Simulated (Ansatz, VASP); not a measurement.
# Au in VASP and in Ansatz

```
Au
1.0
     1.37659   -2.55784   -0.03645
     1.41854    2.58101    0.00135
    -0.06085    0.03619    4.96857
Au
2
Direct
  0.64650 0.32305 0.25328
  0.30229 0.65923 0.74019
```

Change from the starting cell: kmesh displaced: [8, 8, 4] Gamma-centred.

Alike in both runs: task single point; functional PBEsol; k mesh 8 × 8 × 4; occupations gaussian, width 0.1 eV; no spin polarisation.

```csv
,VASP,Ansatz
version,VASP 6.6.1,Ansatz 0.2.0
potentials or method,"VASP PAW PBE potentials, release 64 (Au), cutoff 500 eV","scalar-relativistic, plane waves, PAW"
valence electrons in the cell,22,38
```

Ansatz gave:

```
gap on the k mesh at the Fermi level (eV)                     : none
pressure (GPa)                                                : -5.4
traceless stress, the component that is largest in VASP (GPa) : -1.43
rms of the force components (eV/Å)                            : 0.210
```

Estimate VASP's values.

gap on the k mesh at the Fermi level (eV): none; pressure (GPa): -5.7; traceless stress, the component that is largest in VASP (GPa): -1.42; rms of the force components (eV/Å): 0.209.

VASP's potentials were made for PBE, not for PBEsol. Atom by atom the forces differ by 0.001 eV/Å (rms over components). A gap of «none» marks a metal or a gap that the smearing closes. VASP's potentials hold 22 valence electrons a cell and Ansatz's 38, so a difference there can come from the potentials and not from the codes.

Spin-orbit coupling is off throughout.
